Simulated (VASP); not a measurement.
# TiO2 (P4_2/mnm) in VASP: a series of runs

The runs below take TiO2 through single point, relaxation of cell and atoms, with PBE+U, PBE.

Everything below comes from runs of VASP 6.6.1. Logs are shortened: lines on timing, memory, paths and dates and some standing lists are left out, and cuts for length are marked.

### Step 1. The cell of the first run

It takes space group P4_2/mnm (No. 136, tetragonal). The conventional cell has a = 4.600 Å, b = 4.600 Å, c = 2.959 Å, α = 90.00°, β = 90.00°, γ = 90.00°. Ti (site symmetry mmm) has 6 O at 1.95 to 1.98 Å within 2.6 Å. O (site symmetry m2m) has 3 Ti at 1.95 to 1.98 Å and 1 O at 2.55 Å within 2.6 Å.

### Step 2. Single point, PBE+U

File INCAR:

```
SYSTEM = TiO2
PREC = Accurate
ENCUT = 520
EDIFF = 1E-6
ISMEAR = -1
SIGMA = 0.05
LREAL = .FALSE.
LASPH = .TRUE.
NELM = 150
ALGO = Normal
ISIF = 2
LWAVE = .FALSE.
LCHARG = .FALSE.
LMAXMIX = 4
LDAU = .TRUE.
LDAUTYPE = 2
LDAUL = 2 -1
LDAUU = 8 0
LDAUJ = 0 0
LDAUPRINT = 1
GGA = PE
NBANDS = 33
```

File KPOINTS:

```
Automatic mesh
0
G
  6 6 9
  0 0 0
```

File POSCAR:

```
TiO2
1.0
    4.5998373239      0.0000000000      0.0000000000
    0.0000000000      4.5998373239      0.0000000000
    0.0000000000      0.0000000000      2.9592135600
Ti O
2 4
Direct
    0.0000000000      0.0000000000      0.5000000000
    0.5000000000      0.5000000000      0.0000000000
    0.3043213200      0.3043213200      0.5000000000
    0.1956786800      0.8043213200      0.0000000000
    0.8043213200      0.1956786800      0.0000000000
    0.6956786800      0.6956786800      0.5000000000
```

Potentials or basis: VASP PAW PBE potentials, release 64 (Ti_sv, O).

Launch:

```sh
cat potpaw_PBE.64/Ti_sv/POTCAR potpaw_PBE.64/O/POTCAR > POTCAR
mpirun -np 1 vasp_std > vasp.out
```

OUTCAR:

```text
SYSTEM = TiO2
   PREC = Accurate
   ENCUT = 520
   EDIFF = 1E-6
   ISMEAR = -1
   LREAL = .FALSE.
   LASPH = .TRUE.
   NELM = 150
   ISIF = 2
   GGA = PE

 ion  position               nearest neighbor table
   1  0.000  0.000  0.500-   4 1.95   5 1.95   4 1.95   5 1.95   3 1.98   6 1.98
   2  0.500  0.500  0.000-   3 1.95   6 1.95   3 1.95   6 1.95   5 1.98   4 1.98
   3  0.304  0.304  0.500-   2 1.95   2 1.95   1 1.98
   4  0.196  0.804  0.000-   1 1.95   1 1.95   2 1.98
   5  0.804  0.196  0.000-   1 1.95   1 1.95   2 1.98
   6  0.696  0.696  0.500-   2 1.95   2 1.95   1 1.98

  LATTYP: Found a simple tetragonal cell.
 ALAT       =     4.5998373239
 C/A-ratio  =     0.6433300466

  Lattice vectors:

 A1 = (   4.5998373239,   0.0000000000,   0.0000000000)
 A2 = (   0.0000000000,   4.5998373239,   0.0000000000)
 A3 = (   0.0000000000,   0.0000000000,   2.9592135600)

Analysis of symmetry for initial positions (statically):
=====================================================================
 Subroutine PRICEL returns:
 Original cell was already a primitive cell.

 Routine SETGRP: Setting up the symmetry group for a
 simple tetragonal supercell.

 Subroutine GETGRP returns: Found 16 space group operations
 (whereof  8 operations were pure point group operations)
 out of a pool of 16 trial point group operations.

The static configuration has the point symmetry D_2h.
 The point group associated with its full space group is D_4h.

Analysis of symmetry for dynamics (positions and initial velocities):
=====================================================================
 Subroutine PRICEL returns:
 Original cell was already a primitive cell.

 Routine SETGRP: Setting up the symmetry group for a
 simple tetragonal supercell.

 Subroutine GETGRP returns: Found 16 space group operations
 (whereof  8 operations were pure point group operations)
 out of a pool of 16 trial point group operations.

The dynamic configuration has the point symmetry D_2h.
 The point group associated with its full space group is D_4h.

 Subroutine INISYM returns: Found 16 space group operations
[... 184 lines left out ...]
spin component  1

  0.1837  0.0000  0.0793  0.0000  0.0000
  0.0000  0.1731  0.0000  0.0927  0.0000
  0.0793  0.0000  0.1181  0.0000  0.0000
  0.0000  0.0927  0.0000  0.1731  0.0000
  0.0000  0.0000  0.0000  0.0000  0.0805

spin component  2

  0.1837  0.0000  0.0793  0.0000  0.0000
  0.0000  0.1731  0.0000  0.0927  0.0000
  0.0793  0.0000  0.1181  0.0000  0.0000
  0.0000  0.0927  0.0000  0.1731  0.0000
  0.0000  0.0000  0.0000  0.0000  0.0805

 occupancies and eigenvectors

  o =  0.0651  v = -0.5558  0.0000  0.8313  0.0000 -0.0000  0.0000  0.0000  0.0000  0.0000  0.0000      0.0000  0.0000  0.0000  0.0000  0.0000  0.0000  0.0000  0.0000  0.0000  0.0000
  o =  0.0651  v =  0.0000  0.0000  0.0000  0.0000  0.0000 -0.5558  0.0000  0.8313  0.0000 -0.0000      0.0000  0.0000  0.0000  0.0000  0.0000  0.0000  0.0000  0.0000  0.0000  0.0000
  o =  0.0804  v =  0.0000  0.7071  0.0000 -0.7071  0.0000  0.0000  0.0000  0.0000  0.0000  0.0000      0.0000  0.0000  0.0000  0.0000  0.0000  0.0000  0.0000  0.0000  0.0000  0.0000
  o =  0.0804  v =  0.0000  0.0000  0.0000  0.0000  0.0000  0.0000  0.7071  0.0000 -0.7071  0.0000      0.0000  0.0000  0.0000  0.0000  0.0000  0.0000  0.0000  0.0000  0.0000  0.0000
  o =  0.0805  v = -0.0000 -0.0000  0.0000  0.0000  1.0000  0.0000  0.0000  0.0000  0.0000  0.0000      0.0000  0.0000  0.0000  0.0000  0.0000  0.0000  0.0000  0.0000  0.0000  0.0000
  o =  0.0805  v =  0.0000  0.0000  0.0000  0.0000  0.0000 -0.0000 -0.0000  0.0000  0.0000  1.0000      0.0000  0.0000  0.0000  0.0000  0.0000  0.0000  0.0000  0.0000  0.0000  0.0000
  o =  0.2367  v = -0.8313  0.0000 -0.5558  0.0000 -0.0000  0.0000  0.0000  0.0000  0.0000  0.0000      0.0000  0.0000  0.0000  0.0000  0.0000  0.0000  0.0000  0.0000  0.0000  0.0000
  o =  0.2367  v =  0.0000  0.0000  0.0000  0.0000  0.0000 -0.8313  0.0000 -0.5558  0.0000 -0.0000      0.0000  0.0000  0.0000  0.0000  0.0000  0.0000  0.0000  0.0000  0.0000  0.0000
  o =  0.2657  v =  0.0000  0.0000  0.0000  0.0000  0.0000  0.0000 -0.7071  0.0000 -0.7071 -0.0000      0.0000  0.0000  0.0000  0.0000  0.0000  0.0000  0.0000  0.0000  0.0000  0.0000
  o =  0.2657  v =  0.0000 -0.7071  0.0000 -0.7071 -0.0000  0.0000  0.0000  0.0000  0.0000  0.0000      0.0000  0.0000  0.0000  0.0000  0.0000  0.0000  0.0000  0.0000  0.0000  0.0000

 number of electron      48.0000021 magnetization

 Free energy of the ion-electron system (eV)
  ---------------------------------------------------
  ext. energy  EPLUGINS =         0.00000000
  ---------------------------------------------------
  free energy    TOTEN  =       -43.45076663 eV

  energy without entropy =      -43.45076663  energy(sigma->0) =      -43.45076663

 E-fermi :   6.5739     XC(G=0): -11.4213

 val. band max:        5.4257873948   @ k =   0.0000   0.0000   0.0000
 cond. band min:       8.3518664948   @ k =   0.5000   0.5000   0.0000
 fundamental gap:      2.9260791000
 Fermi energy:         6.5738550870

 k-point     1 :       0.0000    0.0000    0.0000
  band No.  band energies     occupation
      1     -53.5747      2.00000
      2     -53.5600      2.00000
      3     -29.7706      2.00000
      4     -29.7706      2.00000
      5     -29.6387      2.00000
      6     -29.6387      2.00000
[... 853 lines left out ...]
     32      10.5772      0.00000
     33      11.9294      0.00000

 [... further k-points ...]
[... 5 lines left out ...]
  --------------------------------------------------------------------------------------
  -------------------------------------------------------------------------------------
  Total        6.5989217      6.5989217     10.3331972      0.0000000      0.0000000      0.0000000
  in kB      168.8582572    168.8582572    264.4137566      0.0000000      0.0000000      0.0000000
  external PRESSURE =     200.7100903 kB  Pullay stress =       0.0000000 kB

 VOLUME and BASIS-vectors are now :
 -----------------------------------------------------------------------------
  energy-cutoff  :      520.00
  volume of cell :       62.61
      direct lattice vectors                 reciprocal lattice vectors
     4.599837324  0.000000000  0.000000000     0.217398993  0.000000000  0.000000000
     0.000000000  4.599837324  0.000000000     0.000000000  0.217398993  0.000000000
     0.000000000  0.000000000  2.959213560     0.000000000  0.000000000  0.337927622

 POSITION                                       TOTAL-FORCE (eV/Angst)
 -----------------------------------------------------------------------------------
      0.00000      0.00000      1.47961         0.000000      0.000000      0.000000
      2.29992      2.29992      0.00000         0.000000      0.000000      0.000000
      1.39983      1.39983      1.47961        -0.181185     -0.181185     -0.000000
      0.90009      3.69975      0.00000         0.181185     -0.181185      0.000000
      3.69975      0.90009      0.00000        -0.181185      0.181185      0.000000
      3.20001      3.20001      1.47961         0.181185      0.181185      0.000000
 -----------------------------------------------------------------------------------
    total drift:                                0.000000      0.000000      0.000000

  FREE ENERGIE OF THE ION-ELECTRON SYSTEM (eV)
  ---------------------------------------------------
  free  energy   TOTEN  =       -43.4507666309 eV

  energy  without entropy=      -43.4507666309  energy(sigma->0) =      -43.45076663
```

OSZICAR:

```text
N       E                     dE             d eps       ncg     rms          rms(c)
DAV:   1     0.687522410348E+03    0.68752E+03   -0.24298E+04  3316   0.174E+03
DAV:   2     0.342635045161E+02   -0.65326E+03   -0.61538E+03  3599   0.530E+02
DAV:   3    -0.583997005369E+02   -0.92663E+02   -0.91461E+02  4673   0.191E+02
DAV:   4    -0.640460979043E+02   -0.56464E+01   -0.56346E+01  4837   0.441E+01
DAV:   5    -0.642797376113E+02   -0.23364E+00   -0.23361E+00  4423   0.707E+00    0.316E+01
DAV:   6    -0.424652885081E+02    0.21814E+02   -0.81857E+01  4549   0.917E+01    0.804E+00
DAV:   7    -0.433934707657E+02   -0.92818E+00   -0.11041E+01  4243   0.176E+01    0.692E+00
DAV:   8    -0.434665249301E+02   -0.73054E-01   -0.23861E+00  3816   0.991E+00    0.195E+00
DAV:   9    -0.434324648274E+02    0.34060E-01   -0.37569E-01  4359   0.338E+00    0.142E+00
DAV:  10    -0.434798695214E+02   -0.47405E-01   -0.20789E-01  3920   0.625E+00    0.167E+00
DAV:  11    -0.434515861134E+02    0.28283E-01   -0.10399E-01  3987   0.440E+00    0.265E-01
DAV:  12    -0.434509256688E+02    0.66044E-03   -0.46120E-03  4672   0.553E-01    0.178E-01
DAV:  13    -0.434507781706E+02    0.14750E-03   -0.87554E-04  4324   0.376E-01    0.547E-02
DAV:  14    -0.434507655500E+02    0.12621E-04   -0.26348E-04  4695   0.128E-01    0.243E-02
DAV:  15    -0.434507658654E+02   -0.31537E-06   -0.24651E-05  3957   0.452E-02    0.180E-02
DAV:  16    -0.434507694020E+02   -0.35366E-05   -0.58429E-06  4018   0.312E-02    0.170E-02
DAV:  17    -0.434507665953E+02    0.28066E-05   -0.13975E-05  4322   0.399E-02    0.343E-03
DAV:  18    -0.434507666309E+02   -0.35515E-07   -0.60914E-07  2014   0.676E-03
   1 F= -.43450767E+02 E0= -.43450767E+02  d E =-.159552E-11
```

stdout:

```text
POSCAR found type information on POSCAR TiO
 POSCAR found :  2 types and       6 ions
 scaLAPACK will be used
 LDA part: xc-table for (Slater+PW92), standard interpolation
 POSCAR, INCAR and KPOINTS ok, starting setup
 FFT: planning ... GRIDC
 FFT: planning ... GRID_SOFT
 FFT: planning ... GRID
 WAVECAR not read
 entering main loop
```

Run time: 71 s. Hardware: 1 thread of AMD EPYC 9R45 (Zen 5), shared host; peak memory 0.19 GiB.

What came out:

```
Free energy            : -43.4508 eV
Pressure               : 20.1 GPa
Largest force          : 0.256 eV/Å
Band gap on the k mesh : 2.93 eV (least direct gap 2.99 eV)
```

Forces in eV/Å, atoms in the order of the input:
```
Ti   0.000  0.000  0.000
Ti   0.000  0.000  0.000
O   -0.181 -0.181  0.000
O    0.181 -0.181  0.000
O   -0.181  0.181  0.000
O    0.181  0.181  0.000
```

Eigenvalues of the final occupation matrices:
```csv
site,spin,trace,eigenvalues
site 1 d,1,0.73,0.07 0.08 0.08 0.24 0.27
site 1 d,2,0.73,0.07 0.08 0.08 0.24 0.27
site 2 d,1,0.73,0.07 0.08 0.08 0.24 0.27
site 2 d,2,0.73,0.07 0.08 0.08 0.24 0.27
```

Caveat: the stress differs along the axes, from 17 to 26 GPa. A k mesh can miss the band edges.

### Step 3. Relaxation of cell and atoms, PBE

File INCAR:

```
SYSTEM = TiO2
PREC     = Accurate       ! precision mode
ENCUT    = 600            ! plane-wave cutoff, eV
EDIFF    = 1E-6           ! SCF threshold, eV
ISMEAR   = -1             ! smearing method
SIGMA    = 0.05           ! smearing width, eV
LREAL    = .False.        ! projectors in reciprocal space
LASPH    = .True.         ! aspherical terms in the spheres
NELM     = 80             ! most SCF steps
ALGO     = Normal         ! electronic algorithm
ISIF     = 3              ! what is computed and relaxed
LWAVE    = .False.        ! write WAVECAR
LCHARG   = .False.        ! write CHGCAR
GGA      = PE             ! functional
IBRION   = 2              ! ionic algorithm
NSW      = 60             ! ionic steps
EDIFFG   = -0.01          ! ionic threshold
```

File KPOINTS:

```
Automatic mesh
0
Gamma
  6 6 9
  0 0 0
```

POSCAR is that of step 2.

Potentials or basis: VASP PAW PBE potentials, release 64 (Ti_sv, O).

Launch:

```sh
cat potpaw_PBE.64/Ti_sv/POTCAR potpaw_PBE.64/O/POTCAR > POTCAR
mpirun -np 1 vasp_std > vasp.out
```

It took 3.2 min on 1 thread of AMD EPYC 9R45 (Zen 5), shared host; peak memory 0.22 GiB.

It converged, with:

```
Free energy                           : -53.6813 eV
Relaxed volume                        : 10.67 Å³/atom
Relaxed cell                          : a = 4.645 Å, b = 4.645 Å, c = 2.967 Å, α = 90.00°, β = 90.00°, γ = 90.00°
Space group after relaxing (to 0.1 Å) : P4_2/mnm (No. 136)
Energy gained by relaxing             : 3.4 meV/atom
Ionic steps                           : 5
Pressure after relaxing               : 0.0 GPa
Largest force after relaxing          : 0.005 eV/Å
Band gap on the k mesh                : 1.83 eV
```

Forces in eV/Å, atoms in the order of the input:
```
Ti   0.000  0.000  0.000
Ti   0.000  0.000  0.000
O   -0.003 -0.003  0.000
O    0.003 -0.003  0.000
O   -0.003  0.003  0.000
O    0.003  0.003  0.000
```

Step by step:
| step | energy change (eV) | largest force (eV/Å) | pressure (GPa) | volume (Å³) |
| --- | --- | --- | --- | --- |
| 1 | 0.0000 | 0.0197 | 4.68 | 62.61 |
| 2 | 0.0066 | 0.1941 | -5.05 | 65.41 |
| 3 | -0.0183 | 0.0811 | -0.03 | 63.88 |
| 4 | -0.0201 | 0.0223 | 0.02 | 63.97 |
| 5 | -0.0203 | 0.0049 | 0.03 | 64.01 |

Final structure:
```
Ti O
1.0
     4.64481    0.00000    0.00000
     0.00000    4.64481    0.00000
     0.00000    0.00000    2.96692
Ti O
2 4
Direct
  0.00000 0.00000 0.50000
  0.50000 0.50000 0.00000
  0.30502 0.30502 0.50000
  0.19498 0.80502 0.00000
  0.80502 0.19498 0.00000
  0.69498 0.69498 0.50000
```

Levels at points of the mesh, in eV from the valence-band top:
```csv
k point,band 20,band 21,band 22,band 23,band 24,band 25,band 26,band 27,band 28
"(0.00, 0.00, 0.00)",-1.89,-0.67,-0.43,-0.43,0.00,1.83,2.11,2.37,2.45
"(0.50, 0.00, 0.00)",-2.98,-1.56,-1.56,-0.71,-0.71,2.47,2.47,2.94,2.94
"(0.50, 0.50, 0.00)",-2.11,-1.25,-1.25,-1.04,-1.04,1.86,1.86,2.47,2.47
```

A k mesh can miss the band edges.
